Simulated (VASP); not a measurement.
Runs of VASP 6.6.1 on Fe. The structure is that of space group I4/mmm (No. 139), or close to it. The cells are those of the table. 

```tsv
task	potentials or basis	cell	cutoff (eV)	gap on the mesh (eV)	pressure (GPa)	moment (μB)
electric field gradients	VASP PAW PBE potentials, release 64 (Fe)	a = 2.799, b = 2.504, c = 2.485 Å, angles 68.3, 56.2, 55.6°, 1 atom	520	none	-6.5	2.31
electric field gradients	VASP PAW PBE potentials, release 64 (Fe_sv)	a = 2.805, b = 2.518, c = 2.453 Å, angles 68.7, 56.8, 54.6°, 1 atom	510	none	-8.2	(b)
electric field gradients	VASP PAW PBE potentials, release 64 (Fe)	a = 2.804, b = 2.499, c = 2.526 Å, angles 67.8, 55.6, 56.6°, 1 atom	520	none	(a)	2.38
single point	VASP PAW PBE potentials, release 64 (Fe)	a = 2.804, b = 2.499, c = 2.526 Å, angles 67.8, 55.6, 56.6°, 1 atom	600	none	-8.6	2.38
```

Alike in all rows: level PBE; spin collinear, ferromagnetic start; k mesh 16 × 16 × 16; smearing fermi-dirac 0.05 eV.

Q: Estimate the missing entries.

A: (a) -8.4; (b) 2.26.

Caveats: the stress differs along the axes, from -13 to -5 GPa (at least some runs); the stress differs along the axes, from -11 to -4 GPa (at least some runs); the stress differs along the axes, from -12 to -3 GPa (at least some runs).

A gap of «none» marks levels without a gap at the run's occupations.

The runs don't all hold the same shells in valence.
